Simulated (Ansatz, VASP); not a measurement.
## Two plane-wave programs on Pb

```
Pb
1.0
     2.68836   -4.93813    0.00000
     2.68836    4.93813    0.00000
     0.00000    0.00000    5.51316
Pb
4
Direct
  0.15726 0.84274 0.07546
  0.65726 0.34274 0.42454
  0.84274 0.15726 0.92454
  0.34274 0.65726 0.57546
```

Alike in both runs: functional r2SCAN; k mesh 10 × 10 × 8; occupations gaussian, width 0.1 eV; no spin polarisation.

Ansatz relaxed the structure, and its values are those at the end. VASP's run is a single point on that final structure, the one shown.

|  | VASP | Ansatz |
| --- | --- | --- |
| version | VASP 6.6.1 | Ansatz 0.2.0 |
| potentials or method | VASP PAW PBE potentials, release 64 (Pb_d), cutoff 550 eV | scalar-relativistic, plane waves, PAW |
| valence electrons in the cell | 56 | 56 |

```csv
,VASP,Ansatz,Ansatz less VASP
gap on the k mesh at the Fermi level (eV),none,none,-
pressure (GPa),0.0,0.0,0.00
```

VASP's potentials were made for PBE, not for r2SCAN. A gap of «none» marks a metal or a gap that the smearing closes. The functional is the same, so the differences come from potentials, cutoffs and numerics.

Spin-orbit coupling is off throughout.
